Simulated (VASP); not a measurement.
# Tb (Im-3m) in VASP: a series of runs

Tb is run at these levels: revPBE+D3(BJ); tasks: single point.

Program: VASP 6.6.1. These are calculated values, not measurements. Logs are shortened: lines on timing, memory, paths and dates and some standing lists are left out, and cuts for length are marked.

**1. The cell of the first run**

Symmetry: Im-3m, No. 229, cubic system. The conventional cell has a = 3.938 Å, b = 3.938 Å, c = 3.938 Å, α = 90.00°, β = 90.00°, γ = 90.00°. Within 4.5 Å of Tb (site symmetry m-3m) lie 14 Tb at 3.41 to 3.94 Å.

**2. Single point, revPBE+D3(BJ), collinear spin, ferromagnetic start**

The input, INCAR:

```
ALGO = Normal
EDIFF = 1E-6
ENCUT = 520
GGA = RE
ISIF = 2
ISMEAR = -5
ISPIN = 2
IVDW = 12
LASPH = True
LCHARG = False
LMAXMIX = 6
LORBIT = 11
LREAL = False
LWAVE = False
MAGMOM = 6
NBANDS = 14
NELM = 150
PREC = Accurate
SIGMA = 0.05
```

The input, KPOINTS:

```
k-points
0
Gamma
  9 9 9
```

The input, POSCAR:

```
Tb
1.0
   -1.9689680785      1.9689680785      1.9689680785
    1.9689680785     -1.9689680785      1.9689680785
    1.9689680785      1.9689680785     -1.9689680785
Tb
1
Direct
    0.0000000000      0.0000000000      0.0000000000
```

Potentials or basis: VASP PAW PBE potentials, release 64 (Tb_3), 4f in core.

Launch:

```bash
$ cat potpaw_PBE.64/Tb_3/POTCAR > POTCAR
$ mpirun -np 1 vasp_std > vasp.out
```

OUTCAR:

```text
EDIFF = 1E-6
   ENCUT = 520
   GGA = RE
   ISIF = 2
   ISMEAR = -5
   ISPIN = 2
   IVDW = 12
   LASPH = True
   LORBIT = 11
   LREAL = False
   NELM = 150
   PREC = Accurate
 IVDW          = 12

 ion  position               nearest neighbor table
   1  0.000  0.000  0.000-

  LATTYP: Found a body centered cubic cell.
 ALAT       =     3.9379361570

  Lattice vectors:

 A1 = (  -1.9689680785,   1.9689680785,   1.9689680785)
 A2 = (   1.9689680785,  -1.9689680785,   1.9689680785)
 A3 = (   1.9689680785,   1.9689680785,  -1.9689680785)

Analysis of symmetry for initial positions (statically):
=====================================================================
 Subroutine PRICEL returns:
 Original cell was already a primitive cell.

 Routine SETGRP: Setting up the symmetry group for a
 body centered cubic supercell.

 Subroutine GETGRP returns: Found 48 space group operations
 (whereof 48 operations were pure point group operations)
 out of a pool of 48 trial point group operations.

The static configuration has the point symmetry O_h .

Analysis of symmetry for dynamics (positions and initial velocities):
=====================================================================
 Subroutine PRICEL returns:
 Original cell was already a primitive cell.

 Routine SETGRP: Setting up the symmetry group for a
 body centered cubic supercell.

 Subroutine GETGRP returns: Found 48 space group operations
 (whereof 48 operations were pure point group operations)
 out of a pool of 48 trial point group operations.

The dynamic configuration has the point symmetry O_h .

Analysis of structural, dynamic, and magnetic symmetry:
=====================================================================
 Subroutine PRICEL returns:
 Original cell was already a primitive cell.

 Routine SETGRP: Setting up the symmetry group for a
 body centered cubic supercell.

 Subroutine GETGRP returns: Found 48 space group operations
 (whereof 48 operations were pure point group operations)
 out of a pool of 48 trial point group operations.

The overall configuration has the point symmetry O_h .

 Subroutine INISYM returns: Found 48 space group operations
 (whereof 48 operations are pure point group operations),
 and found     1 'primitive' translations

----------------------------------------------------------------------------------------

                                     Primitive cell

  volume of cell :      30.5335

  direct lattice vectors                    reciprocal lattice vectors
    -1.968968079  1.968968079  1.968968079     0.000000000  0.253940125  0.253940125
[... 129 lines left out ...]
  ext. energy  EPLUGINS =         0.00000000
  ---------------------------------------------------
  free energy    TOTEN  =        -4.10983012 eV

  energy without entropy =       -4.10983012  energy(sigma->0) =       -4.10983012

 E-fermi :   3.7151     XC(G=0):  -9.9618

 val. band max:        3.7639063720   @ k =  -0.4444  -0.4444   0.1111
 cond. band min:       3.5533295285   @ k =   0.3333   0.3333   0.0000
 fundamental gap:     -0.2105768435
 Fermi energy:         3.7150779182

 spin component 1

 k-point     1 :       0.0000    0.0000    0.0000
  band No.  band energies     occupation
      1     -18.5889      1.00000
      2     -18.5889      1.00000
      3     -18.5889      1.00000
      4      -1.5888      1.00000
      5       5.3152      0.00000
      6       5.3152      0.00000
      7       5.3152      0.00000
      8       7.6850      0.00000
      9       7.6850      0.00000
     10      14.1334      0.00000
     11      14.1334      0.00000
     12      14.1334      0.00000
     13      14.5869      0.00000
     14      22.5048      0.00000
[... 379 lines left out ...]
      3     -18.7244      1.00000
      4       2.0689      1.00000
      5       3.7639      0.78199
      6       4.0228     -0.00381
      7       6.5050      0.00000
      8       8.9394      0.00000
      9      11.1477      0.00000
     10      12.1545      0.00000
     11      14.5773      0.00000
     12      14.5929      0.00000
     13      15.6493      0.00000
     14      18.7301      0.00000

 [... further k-points ...]

 spin component 2

 k-point     1 :       0.0000    0.0000    0.0000
  band No.  band energies     occupation
      1     -18.4827      1.00000
      2     -18.4827      1.00000
      3     -18.4827      1.00000
      4      -1.2551      1.00000
      5       5.6241      0.00000
      6       5.6241      0.00000
      7       5.6241      0.00000
      8       7.8166      0.00000
      9       7.8166      0.00000
     10      14.4909      0.00000
     11      14.4909      0.00000
     12      14.4909      0.00000
     13      14.6768      0.00000
     14      22.7393      0.00000
[... 379 lines left out ...]
      3     -18.6149      1.00000
      4       2.3580      1.00000
      5       4.0237      0.14430
      6       4.3320      0.00000
      7       6.7575      0.00000
      8       9.1733      0.00000
      9      11.3550      0.00000
     10      12.4064      0.00000
     11      14.6773      0.00000
     12      14.8441      0.00000
     13      15.9648      0.00000
     14      19.0236      0.00000

 [... further k-points ...]

------------------------ aborting loop because EDIFF is reached ----------------------------------------

 Edisp (eV)   -0.63744

 E8    (eV) :    -0.4907

  FORCE on cell =-STRESS in cart. coord.  units (eV):
  Direction    XX          YY          ZZ          XY          YZ          ZX
  --------------------------------------------------------------------------------------
  -------------------------------------------------------------------------------------
  Total       0.07745     0.07745     0.07745     0.00000    -0.00000     0.00000
  in kB       4.06396     4.06396     4.06396     0.00000    -0.00000     0.00000
  external pressure =        4.06 kB  Pullay stress =        0.00 kB

 VOLUME and BASIS-vectors are now :
 -----------------------------------------------------------------------------
  energy-cutoff  :      520.00
  volume of cell :       30.53
      direct lattice vectors                 reciprocal lattice vectors
    -1.968968079  1.968968079  1.968968079     0.000000000  0.253940125  0.253940125
     1.968968079 -1.968968079  1.968968079     0.253940125  0.000000000  0.253940125
     1.968968079  1.968968079 -1.968968079     0.253940125  0.253940125  0.000000000

 POSITION                                       TOTAL-FORCE (eV/Angst)
 -----------------------------------------------------------------------------------
      0.00000      0.00000      0.00000        -0.000000      0.000000     -0.000000
 -----------------------------------------------------------------------------------
    total drift:                               -0.000000     -0.000000     -0.000000

  FREE ENERGIE OF THE ION-ELECTRON SYSTEM (eV)
  ---------------------------------------------------
  free  energy   TOTEN  =        -4.7472725789 eV

  energy  without entropy=       -4.7472725789  energy(sigma->0) =       -4.74727258

 total charge

# of ion       s       p       d       tot
------------------------------------------
    1        0.405   6.310   1.170   7.885

 magnetization (x)

# of ion       s       p       d       tot
------------------------------------------
    1        0.002   0.054   0.225   0.282
```

stdout:

```text
POSCAR found type information on POSCAR Tb
 POSCAR found :  1 types and       1 ions
 scaLAPACK will be used
 -----------------------------------------------------------------------------
|                                                                             |
[... 23 lines left out ...]
|     occupations, so forces and stress will be inaccurate. We suggest        |
|     using a different smearing scheme ISMEAR = 1 or 2 for metals in         |
|     relaxations.                                                            |
|                                                                             |
 -----------------------------------------------------------------------------
```

Wall time 49 s (1 thread of Intel Xeon Platinum 8488C (Sapphire Rapids), shared host); peak memory 0.2 GiB.

What came out:

```
Free energy                                           : -4.7473 eV
Pressure                                              : 0.4 GPa
Net moment                                            : 0.38 μB per cell
Site moments                                          : Tb +0.28 μB
Valence electrons inside the program's atomic spheres : Tb 7.88
Dispersion energy per atom                            : -0.637 eV
```

Levels at points of the mesh, in eV from the Fermi level:
Spin up:
```tsv
k point	band 2	band 3	band 4	band 5	band 6	band 7	band 8	band 9
(0.00, 0.00, 0.00)	-22.30	-22.30	-5.30	1.60	1.60	1.60	3.97	3.97
```
Spin down:
| k point | band 1 | band 2 | band 3 | band 4 | band 5 | band 6 | band 7 | band 8 | band 9 |
| --- | --- | --- | --- | --- | --- | --- | --- | --- | --- |
| (0.00, 0.00, 0.00) | -22.20 | -22.20 | -22.20 | -4.97 | 1.91 | 1.91 | 1.91 | 4.10 | 4.10 |

Caveat: the magnetic or orbital state may not be the lowest; the PAW data sets were made with another functional, which shifts forces and pressure a little; spin-orbit coupling is left out, which moves the levels of the heavy elements; the 4f electrons are frozen in the core, so they carry no moment and show no levels; pairwise dispersion overbinds metals, which lowers pressure and volume; tetrahedron occupations give inexact forces and stress in metals. The state reached can hang on the start; a lower one may exist.

**3. Single point, revPBE+D3(BJ), collinear spin, ferromagnetic start**

This run uses another cell than the first one, of 31.18 Å³/atom, 1.021 times its volume.

The input, INCAR:

```
PREC     = Accurate       # precision mode
ENCUT    = 520            # plane-wave cutoff, eV
EDIFF    = 1E-7           # SCF threshold, eV
ISMEAR   = -5             # smearing method
SIGMA    = 0.05           # smearing width, eV
LREAL    = F              # projectors in reciprocal space
LASPH    = T              # aspherical terms in the spheres
NELM     = 150            # most SCF steps
ALGO     = Fast           # electronic algorithm
ISIF     = 2              # what is computed and relaxed
LWAVE    = F              # write WAVECAR
LCHARG   = F              # write CHGCAR
ISPIN    = 2              # spin polarisation
MAGMOM   = 6              # initial moments
LORBIT   = 11             # projections on sites
LMAXMIX  = 6              # l up to which the mixer works
GGA      = RE             # functional
IVDW     = 12             # dispersion correction
NBANDS   = 14             # bands
```

The input, KPOINTS:

```
regular mesh
0
Gamma
  9 9 9
```

The input, POSCAR:

```
Tb
1.0
   -1.9828345078      1.9828345078      1.9828345078
    1.9828345078     -1.9828345078      1.9828345078
    1.9828345078      1.9828345078     -1.9828345078
Tb
1
Direct
    0.0000000000      0.0000000000      0.0000000000
```

Potentials or basis: VASP PAW PBE potentials, release 64 (Tb_3), 4f in core.

Launch:

```bash
$ cat potpaw_PBE.64/Tb_3/POTCAR > POTCAR
$ mpirun -np 1 vasp_std > vasp.out
```

Run time: 52 s. Hardware: 1 thread of Intel Xeon Platinum 8488C (Sapphire Rapids), shared host; peak memory 0.2 GiB.

Results (log left out):

```
Free energy                                           : -4.7476 eV
Pressure                                              : -0.4 GPa
Net moment                                            : 0.32 μB per cell
Site moments                                          : Tb +0.23 μB
Valence electrons inside the program's atomic spheres : Tb 7.85
Dispersion energy per atom                            : -0.623 eV
```

Levels at points of the mesh, in eV from the Fermi level:
Spin up:
```csv
k point,band 2,band 3,band 4,band 5,band 6,band 7,band 8,band 9
"(0.00, 0.00, 0.00)",-22.36,-22.36,-5.24,1.60,1.60,1.60,3.91,3.91
```
Spin down:
```
           k point  band 1  band 2  band 3  band 4  band 5  band 6  band 7  band 8
(0.00, 0.00, 0.00)  -22.28  -22.28  -22.28   -4.96    1.86    1.86    1.86    4.02
```

Caveat: the magnetic or orbital state may not be the lowest; the PAW data sets were made with another functional, which shifts forces and pressure a little; spin-orbit coupling is left out, which moves the levels of the heavy elements; the 4f electrons are frozen in the core, so they carry no moment and show no levels; pairwise dispersion overbinds metals, which lowers pressure and volume; tetrahedron occupations give inexact forces and stress in metals.
